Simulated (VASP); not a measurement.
Write the native input for VASP 6.6.1 that does the following.

* Task: single point
* Functional: RPBE
* Potentials or basis: VASP PAW PBE potentials, release 64 (C)
* Cutoff: 520 eV
* k mesh: 1 × 1 × 1
* Occupations: fermi-dirac, width 0.01 eV
* Spin: collinear spin, zero start
* Starting moments: [0.01] μB
* Dipole correction: no
* Further INCAR settings: ALGO = Normal; EDIFF = 1e-06; NBANDS = 12; ISYM = 0

The structure of C lies in POSCAR:

```
C
1.0
   14.0000000000      0.0000000000      0.0000000000
    0.0000000000     14.4000000000      0.0000000000
    0.0000000000      0.0000000000     14.8000000000
C
1
Direct
    0.5000000000      0.5000000000      0.5000000000
```

These files were run (other wordings do the same):

INCAR

```
PREC = Accurate
ENCUT = 520
EDIFF = 1E-6
ISMEAR = -1
SIGMA = 0.01
LREAL = False
LASPH = True
NELM = 200
ALGO = Normal
ISIF = 2
LWAVE = False
LCHARG = False
ISPIN = 2
MAGMOM = 0.01
LORBIT = 11
GGA = RP
NBANDS = 12
ISYM = 0
GGA_COMPAT = False
```

KPOINTS

```
Automatic mesh
0
Gamma
  1 1 1
```

Potentials or basis: VASP PAW PBE potentials, release 64 (C).

Command:

```bash
$ cat potpaw_PBE.64/C/POTCAR > POTCAR
$ mpirun -np 1 vasp_gam > vasp.out
```

Results of the run:

The pressure is 0.0 GPa and the band gap on the k mesh is 0.64 eV. The net moment is 2.00 μB per cell, the site moments are C +0.98 μB and the valence electrons inside the program's atomic spheres are C 2.01.

Caveat: semilocal functionals underestimate gaps, and a narrow one can read as zero; the PAW data sets were made with another functional, which shifts forces and pressure a little.

Run time: 29 min on 1 thread of Intel(R) Xeon(R) Platinum 8259CL CPU @ 2.50GHz (Skylake/Cascade Lake), on a shared host, peak memory 2.9 GiB.
